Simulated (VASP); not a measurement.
# Nb (Im-3m) in VASP: notebook

Nb is run at these levels: LDA; tasks: single point.

Program: VASP 6.6.1. These are calculated values, not measurements. Logs are shortened: lines on timing, memory, paths and dates and some standing lists are left out, and cuts for length are marked.

## (1) The cell of the first run

The structure is cubic, space group Im-3m (No. 229). The conventional cell has a = 3.246 Å, b = 3.246 Å, c = 3.246 Å, α = 90.00°, β = 90.00°, γ = 90.00°. Nb (site symmetry m-3m) has 14 Nb at 2.81 to 3.25 Å within 3.7 Å.

## (2) Single point, LDA

File INCAR:

```
ALGO = Normal
EDIFF = 1E-6
ENCUT = 520
ISIF = 2
ISMEAR = 1
LASPH = T
LCHARG = T
LELF = T
LREAL = F
LVHAR = T
LWAVE = F
NBANDS = 12
NELM = 80
PREC = Accurate
SIGMA = 0.01
```

File KPOINTS:

```
k-points
0
Gamma
  14 14 14
```

File POSCAR:

```
Nb
1.0
   -1.6231103068      1.6231103068      1.6231103068
    1.6231103068     -1.6231103068      1.6231103068
    1.6231103068      1.6231103068     -1.6231103068
Nb
1
Direct
    0.0000000000      0.0000000000      0.0000000000
```

Potentials or basis: VASP PAW LDA potentials, release 64 (Nb_sv).

Launch:

```console
cat potpaw_LDA.64/Nb_sv/POTCAR > POTCAR
mpirun -np 1 vasp_std > vasp.out
```

OUTCAR:

```text
EDIFF = 1E-6
   ENCUT = 520
   ISIF = 2
   ISMEAR = 1
   LASPH = T
   LREAL = F
   NELM = 80
   PREC = Accurate

 ion  position               nearest neighbor table
   1  0.000  0.000  0.000-

  LATTYP: Found a body centered cubic cell.
 ALAT       =     3.2462206136

  Lattice vectors:

 A1 = (  -1.6231103068,   1.6231103068,   1.6231103068)
 A2 = (   1.6231103068,  -1.6231103068,   1.6231103068)
 A3 = (   1.6231103068,   1.6231103068,  -1.6231103068)

Analysis of symmetry for initial positions (statically):
=====================================================================
 Subroutine PRICEL returns:
 Original cell was already a primitive cell.

 Routine SETGRP: Setting up the symmetry group for a
 body centered cubic supercell.

 Subroutine GETGRP returns: Found 48 space group operations
 (whereof 48 operations were pure point group operations)
 out of a pool of 48 trial point group operations.

The static configuration has the point symmetry O_h .

Analysis of symmetry for dynamics (positions and initial velocities):
=====================================================================
 Subroutine PRICEL returns:
 Original cell was already a primitive cell.

 Routine SETGRP: Setting up the symmetry group for a
 body centered cubic supercell.

 Subroutine GETGRP returns: Found 48 space group operations
 (whereof 48 operations were pure point group operations)
 out of a pool of 48 trial point group operations.

The dynamic configuration has the point symmetry O_h .

 Subroutine INISYM returns: Found 48 space group operations
 (whereof 48 operations are pure point group operations),
 and found     1 'primitive' translations

----------------------------------------------------------------------------------------

                                     Primitive cell

  volume of cell :      17.1043

  direct lattice vectors                    reciprocal lattice vectors
    -1.623110307  1.623110307  1.623110307     0.000000000  0.308050536  0.308050536
     1.623110307 -1.623110307  1.623110307     0.308050536  0.000000000  0.308050536
     1.623110307  1.623110307 -1.623110307     0.308050536  0.308050536  0.000000000

  length of vectors
     2.811309518  2.811309518  2.811309518     0.435649246  0.435649246  0.435649246

  position of ions in fractional coordinates (direct lattice)
     0.000000000  0.000000000  0.000000000

  ion indices of the primitive-cell ions
   primitive index   ion index
                 1           1

----------------------------------------------------------------------------------------

 KPOINTS: k-points

Automatic generation of k-mesh.
 Grid dimensions read from file:
 generate k-points for:   14   14   14

 Generating k-lattice:

  Cartesian coordinates                     Fractional coordinates (reciprocal lattice)
     0.000000000  0.022003610  0.022003610     0.071428571  0.000000000  0.000000000
     0.022003610  0.000000000  0.022003610     0.000000000  0.071428571  0.000000000
     0.022003610  0.022003610  0.000000000     0.000000000  0.000000000  0.071428571

  Length of vectors
     0.031117803  0.031117803  0.031117803

  Shift w.r.t. Gamma in fractional coordinates (k-lattice)
     0.000000000  0.000000000  0.000000000

 Subroutine IBZKPT returns following result:
 ===========================================

 Found    104 irreducible k-points:

 Following reciprocal coordinates:
            Coordinates               Weight
  0.000000  0.000000  0.000000      1.000000
  0.071429  0.000000  0.000000     12.000000
  0.142857  0.000000  0.000000     12.000000
  0.214286  0.000000  0.000000     12.000000
  0.285714  0.000000  0.000000     12.000000
  0.357143  0.000000  0.000000     12.000000
[... 16 lines left out ...]
  0.285714  0.285714  0.000000     24.000000
  0.357143  0.285714  0.000000     24.000000
 [... further k-points ...]
   k-points           NKPTS =    104   k-points in BZ     NKDIM =    104   number of bands    NBANDS=     12
   number of dos      NEDOS =    301   number of ions     NIONS =      1
   total plane-waves  NPLWV =  13824
   dimension x,y,z NGX =    24 NGY =   24 NGZ =   24
   dimension x,y,z NGXF=    48 NGYF=   48 NGZF=   48
   ions per type =               1
   NGX,Y,Z   is equivalent  to a cutoff of  14.19, 14.19, 14.19 a.u.
   NGXF,Y,Z  is equivalent  to a cutoff of  28.38, 28.38, 28.38 a.u.
 SYSTEM =  unknown system
   PREC   = accura    normal or accurate (medium, high low for compatibility)
   ISTART =      0    job   : 0-new  1-cont  2-samecut
   ICHARG =      2    charge: 1-file 2-atom 10-const
   ISPIN  =      1    spin polarized calculation?
   LNONCOLLINEAR =      F non collinear calculations
   LSORBIT =      F    spin-orbit coupling
   LASPH  =      T    aspherical Exc in radial PAW
   ENCUT  =  520.0 eV  38.22 Ry    6.18 a.u.   5.23  5.23  5.23*2*pi/ulx,y,z
   NELM   =     80;   NELMIN=  2; NELMDL= -5     # of ELM steps
   EDIFF  = 0.1E-05   stopping-criterion for ELM
   LREAL  =      F    real-space projection
   EDIFFG = 0.1E-04   stopping-criterion for IOM
   NSW    =      0    number of steps for IOM
   IBRION =     -1    ionic relax: 0-MD 1-quasi-New 2-CG
   NFREE  =      0    steps in history (QN), initial steepest desc. (CG)
   ISIF   =      2    stress and relaxation
   ISYM   =      2    0-nonsym 1-usesym 2-fastsym
   POTIM  = 0.5000    time-step for ionic-motion
   TEBEG  =    0.0;   TEEND  =   0.0 temperature during run
   PSTRESS=    0.0 pullay stress
   NELECT =      13.0000    total number of electrons
   NUPDOWN=      -1.0000    fix difference up-down
   EMIN   =  10.00;   EMAX   =-10.00  energy-range for DOS
   EFERMI =   0.00;   METHOD = LEGACY
   ISMEAR =     1;   SIGMA  =   0.01  broadening in eV -4-tet -1-fermi 0-gaus
   EFERMI_NEDOS =   21; number of points for ismear=-14 and -15
   IALGO  =     38    algorithm
   IMIX   =      4    mixing-type and parameters
     AMIX     =   0.40;   BMIX     =  1.00
     AMIX_MAG =   1.60;   BMIX_MAG =  1.00
  volume/ion in A,a.u.               =      17.10       115.43
  Fermi-wavevector in a.u.,A,eV,Ry     =   1.494014  2.823277 30.369251  2.232077
  Thomas-Fermi vector in A             =   2.606341
   LORBIT       =      0    0 simple, 1 ext, 2 COOP (PROOUT), +10 PAW based schemes
   GGA     = CA    functional components
   LHFCALC =     F    Hartree Fock is set to
   AEXX    =    0.0000 exact exchange contribution
   IVDW    =     0    specifies the selected vdW correction
   LEPSILON=     F    determine dielectric tensor
   LRPA    =     F    only Hartree local field effects (RPA)
 non-spin polarized calculation
 Methfessel and Paxton  Order N= 1 SIGMA  =   0.01
  energy-cutoff  :      520.00
  volume of cell :       17.10
 maximum number of plane-waves:       474
 NGX is ok and might be reduce to    24
   NGX = 11   NGY = 11   NGZ = 11

 number of electron      13.0000001 magnetization

 Free energy of the ion-electron system (eV)
  ---------------------------------------------------
  ext. energy  EPLUGINS =         0.00000000
  ---------------------------------------------------
  free energy    TOTEN  =       -11.25079906 eV

  energy without entropy =      -11.25076630  energy(sigma->0) =      -11.25078814

 E-fermi :  11.7596     XC(G=0): -12.9825

 val. band max:       11.7400695951   @ k =  -0.2857   0.4286   0.1429
 cond. band min:      11.7632473103   @ k =  -0.2857   0.3571   0.1429
 fundamental gap:      0.0231777152
 Fermi energy:        11.7595592355

 k-point     1 :       0.0000    0.0000    0.0000
  band No.  band energies     occupation
      1     -42.2748      2.00000
      2     -17.6012      2.00000
      3     -17.6012      2.00000
      4     -17.6012      2.00000
      5       5.7223      2.00000
      6      12.0542      0.00000
      7      12.0542      0.00000
      8      12.0542      0.00000
      9      15.1336      0.00000
     10      15.1336      0.00000
     11      26.1089      0.00000
     12      26.1089      0.00000

 k-point     2 :       0.0714    0.0000    0.0000
  band No.  band energies     occupation
      1     -42.2599      2.00000
      2     -17.6882      2.00000
      3     -17.6273      2.00000
      4     -17.6020      2.00000
      5       5.9467      2.00000
      6      11.9146     -0.00000
      7      12.0204      0.00000
      8      12.2709      0.00000
      9      14.9191      0.00000
     10      15.1333      0.00000
     11      26.2975      0.00000
     12      26.4962      0.00000

 k-point     3 :       0.1429    0.0000    0.0000
  band No.  band energies     occupation
      1     -42.2179      2.00000
      2     -17.9277      2.00000
      3     -17.6997      2.00000
      4     -17.6044      2.00000
      5       6.5620      2.00000
      6      11.5491      2.00000
      7      11.8654     -0.00000
      8      12.9072      0.00000
      9      14.5671      0.00000
     10      15.1509      0.00000
     11      26.6966      0.00000
     12      27.5984      0.00000
[... 286 lines left out ...]
 k-point    23 :       0.2857    0.2857    0.0000
  band No.  band energies     occupation
      1     -41.9384      2.00000
      2     -18.9034      2.00000
      3     -18.4751      2.00000
      4     -17.7951      2.00000
      5       9.2813      2.00000
      6      10.3577      2.00000
      7      11.4082      2.00000
      8      15.1463      0.00000
      9      16.0056      0.00000
     10      21.3285      0.00000
     11      23.1150      0.00000
     12      25.2946      0.00000

 k-point    24 :       0.3571    0.2857    0.0000
  band No.  band energies     occupation
      1     -41.9286      2.00000
      2     -18.8431      2.00000
      3     -18.5953      2.00000
      4     -17.8033      2.00000
      5       9.3233      2.00000
      6      10.5304      2.00000
      7      11.2511      2.00000
      8      15.3993      0.00000
      9      15.9331      0.00000
     10      22.5031      0.00000
     11      22.5136      0.00000
     12      24.3622      0.00000

 [... further k-points ...]
[... 5 lines left out ...]
  --------------------------------------------------------------------------------------
  -------------------------------------------------------------------------------------
  Total       -0.0112587     -0.0112587     -0.0112587      0.0000000      0.0000000      0.0000000
  in kB       -1.0546154     -1.0546154     -1.0546154      0.0000000      0.0000000      0.0000000
  external PRESSURE =      -1.0546154 kB  Pullay stress =       0.0000000 kB

 VOLUME and BASIS-vectors are now :
 -----------------------------------------------------------------------------
  energy-cutoff  :      520.00
  volume of cell :       17.10
      direct lattice vectors                 reciprocal lattice vectors
    -1.623110307  1.623110307  1.623110307     0.000000000  0.308050536  0.308050536
     1.623110307 -1.623110307  1.623110307     0.308050536  0.000000000  0.308050536
     1.623110307  1.623110307 -1.623110307     0.308050536  0.308050536  0.000000000

 POSITION                                       TOTAL-FORCE (eV/Angst)
 -----------------------------------------------------------------------------------
      0.00000      0.00000      0.00000        -0.000000     -0.000000      0.000000
 -----------------------------------------------------------------------------------
    total drift:                                0.000000      0.000000      0.000000

  FREE ENERGIE OF THE ION-ELECTRON SYSTEM (eV)
  ---------------------------------------------------
  free  energy   TOTEN  =       -11.2507990642 eV

  energy  without entropy=      -11.2507662974  energy(sigma->0) =      -11.25078814
```

It took 13 s on 1 thread of Intel Xeon 6975P-C (Granite Rapids), shared host; peak memory 0.13 GiB.

Results:

- Free energy: -11.2508 eV
- Pressure: -0.1 GPa

## (3) Single point, LDA

File INCAR:

```
PREC = Accurate
ENCUT = 520
EDIFF = 1E-6
ISMEAR = 1
SIGMA = 0.1
LREAL = False
LASPH = True
NELM = 100
ALGO = Normal
ISIF = 2
LWAVE = False
LCHARG = False
NBANDS = 12
```

File KPOINTS:

```
regular mesh
0
Gamma
  14 14 14
```

POSCAR is that of step 2.

Potentials or basis: VASP PAW LDA potentials, release 64 (Nb_sv).

Launch:

```console
cat potpaw_LDA.64/Nb_sv/POTCAR > POTCAR
mpirun -np 1 vasp_std > vasp.out
```

Wall time 13 s (1 thread of Intel Xeon 6975P-C (Granite Rapids), shared host); peak memory 0.14 GiB.

Results (log left out):

- Free energy: -11.2510 eV
- Pressure: -0.1 GPa

Levels at points of the mesh, in eV from the Fermi level:
| k point | band 3 | band 4 | band 5 | band 6 | band 7 | band 8 | band 9 | band 10 |
| --- | --- | --- | --- | --- | --- | --- | --- | --- |
| (0.00, 0.00, 0.00) | -29.36 | -29.36 | -6.04 | 0.29 | 0.29 | 0.29 | 3.37 | 3.37 |
| (0.50, 0.00, 0.00) | -29.87 | -29.38 | -3.98 | -1.87 | 2.59 | 3.44 | 4.16 | 6.80 |
| (0.50, 0.50, 0.50) | -30.46 | -30.46 | -4.07 | -4.07 | 5.95 | 5.95 | 5.95 | 9.50 |

## (4) Single point, LDA

File INCAR:

```
ALGO     = Normal         # electronic algorithm
EDIFF    = 1E-6           # SCF threshold, eV
ENCUT    = 520            # plane-wave cutoff, eV
GGA      = CA             # functional
ISIF     = 2              # what is computed and relaxed
ISMEAR   = 1              # smearing method
LASPH    = True           # aspherical terms in the spheres
LCHARG   = False          # write CHGCAR
LREAL    = False          # projectors in reciprocal space
LWAVE    = False          # write WAVECAR
NBANDS   = 12             # bands
NELM     = 100            # most SCF steps
PREC     = Accurate       # precision mode
SIGMA    = 0.2            # smearing width, eV
```

File KPOINTS:

```
k-points
0
Gamma
  14 14 14
```

POSCAR is that of step 3.

Launch:

```console
cat potpaw_LDA.64/Nb_sv/POTCAR > POTCAR
mpirun -np 1 vasp_std > vasp.out
```

It took 13 s on 1 thread of Intel Xeon 6975P-C (Granite Rapids), shared host; peak memory 0.13 GiB.

It converged, with:

| Property | Result |
| --- | --- |
| Free energy | -11.2507 eV |
| Pressure | 0.0 GPa |

Levels at points of the mesh, in eV from the Fermi level:
```
           k point  band 4  band 5  band 6  band 7  band 8  band 9
(0.00, 0.00, 0.00)  -29.36   -6.03    0.30    0.30    0.30    3.38
(0.50, 0.00, 0.00)  -29.38   -3.98   -1.86    2.59    3.45    4.17
(0.50, 0.50, 0.50)  -30.45   -4.07   -4.07    5.96    5.96    5.96
```

## (5) Single point, LDA

File INCAR:

```
SYSTEM = Nb
PREC = Accurate
ENCUT = 520
EDIFF = 1E-6
ISMEAR = 1
SIGMA = 0.3
LREAL = .False.
LASPH = .True.
NELM = 60
ALGO = Normal
ISIF = 2
LWAVE = .False.
LCHARG = .False.
NBANDS = 12
```

File KPOINTS:

```
regular mesh
0
Gamma
  14 14 14
  0 0 0
```

POSCAR is that of step 4.

Launch:

```console
cat potpaw_LDA.64/Nb_sv/POTCAR > POTCAR
mpirun -np 1 vasp_std > vasp.out
```

Wall time 14 s (1 thread of Intel Xeon 6975P-C (Granite Rapids), shared host); peak memory 0.13 GiB.

The run converged. Its results:

* Free energy: -11.2520 eV
* Pressure: 0.1 GPa

Levels at points of the mesh, in eV from the Fermi level:
| k point | band 3 | band 4 | band 5 | band 6 | band 7 | band 8 | band 9 | band 10 |
| --- | --- | --- | --- | --- | --- | --- | --- | --- |
| (0.00, 0.00, 0.00) | -29.36 | -29.36 | -6.03 | 0.30 | 0.30 | 0.30 | 3.38 | 3.38 |
| (0.50, 0.00, 0.00) | -29.86 | -29.37 | -3.97 | -1.86 | 2.59 | 3.45 | 4.17 | 6.81 |
| (0.50, 0.50, 0.50) | -30.45 | -30.45 | -4.07 | -4.07 | 5.96 | 5.96 | 5.96 | 9.51 |

## (6) The runs side by side

| smearing | gap on the mesh (eV) | pressure (GPa) |
| --- | --- | --- |
| methfessel-paxton 0.01 eV | none | -0.1 |
| methfessel-paxton 0.1 eV | none | -0.1 |
| methfessel-paxton 0.2 eV | none | 0.0 |
| methfessel-paxton 0.3 eV | none | 0.1 |

Alike in all rows: task single point; level LDA; potentials or basis VASP PAW LDA potentials, release 64 (Nb_sv); no spin polarisation; cell as given; k mesh 14 × 14 × 14; cutoff (eV) 520.

Every run on the cell as given and a fine mesh finds a metal.

Total energies depend on the potentials used, so only differences within one code and one set of settings carry meaning.
